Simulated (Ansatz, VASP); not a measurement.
**BiTe: VASP beside Ansatz**

INCAR

```
ALGO     = Normal         # electronic algorithm
EDIFF    = 1E-6           # SCF threshold, eV
ENCUT    = 500            # plane-wave cutoff, eV
GGA      = RP             # functional
GGA_COMPAT= F            
ISIF     = 2              # what is computed and relaxed
ISMEAR   = 0              # smearing method
IVDW     = 12             # dispersion correction
LASPH    = T              # aspherical terms in the spheres
LCHARG   = T              # write CHGCAR
LELF     = T              # ELF
LREAL    = F              # projectors in reciprocal space
LVHAR    = T            
LWAVE    = F              # write WAVECAR
NBANDS   = 18             # bands
NELM     = 120            # most SCF steps
PREC     = Accurate       # precision mode
SIGMA    = 0.1            # smearing width, eV
```

File KPOINTS:

```
k-points
0
Gamma
  6 6 6
```

File POSCAR:

```
BiTe
1.0
    2.4227077728      1.3987509848      3.3172919545
   -2.4227077728      1.3987509848      3.3172919545
    0.0000000000     -2.7975019696      3.3172919545
Bi Te
1 1
Direct
    0.5000000000      0.5000000000      0.5000000000
    0.0000000000      0.0000000000      0.0000000000
```

Input for Ansatz:

```yaml
crystal:
  lattice:
    - [2.4227077728, 1.3987509848, 3.3172919545]
    - [-2.4227077728, 1.3987509848, 3.3172919545]
    - [0.0, -2.7975019696, 3.3172919545]
  atoms:
    - { symbol: Bi, position: [0.5, 0.5, 0.5] }
    - { symbol: Te, position: [0.0, 0.0, 0.0] }
basis:
  ecutwfc: 420
kpoints:
  mp_grid: { grid: [6, 6, 6] }
hamiltonian:
  xc: rpbe
  dispersion: d3bj
scf:
  occupations: { method: gaussian, width: 0.1 }
output:
  forces: true
  stress: true
  eigenvalues: true
```

Alike in both runs: task single point; functional RPBE; dispersion D3(BJ); k mesh 6 × 6 × 6; occupations gaussian, width 0.1 eV; no spin polarisation.

|  | VASP | Ansatz |
| --- | --- | --- |
| version | VASP 6.6.1 | Ansatz 0.2.0 |
| potentials or method | VASP PAW PBE potentials, release 64 (Bi_d, Te), cutoff 500 eV | scalar-relativistic, plane waves, PAW |
| valence electrons in the cell | 21 | 31 |

|  | VASP | Ansatz | Ansatz less VASP |
| --- | --- | --- | --- |
| gap on the k mesh at the Fermi level (eV) | none | none | - |
| pressure (GPa) | -14.4 | -14.3 | +0.07 |
| traceless stress, the component that is largest in VASP (GPa) | 0.39 | 0.39 | -0.001 |

VASP's potentials were made for PBE, not for RPBE. A gap of «none» marks a metal or a gap that the smearing closes. VASP's potentials hold 21 valence electrons a cell and Ansatz's 31, so a difference there can come from the potentials and not from the codes.

Spin-orbit coupling is off throughout.
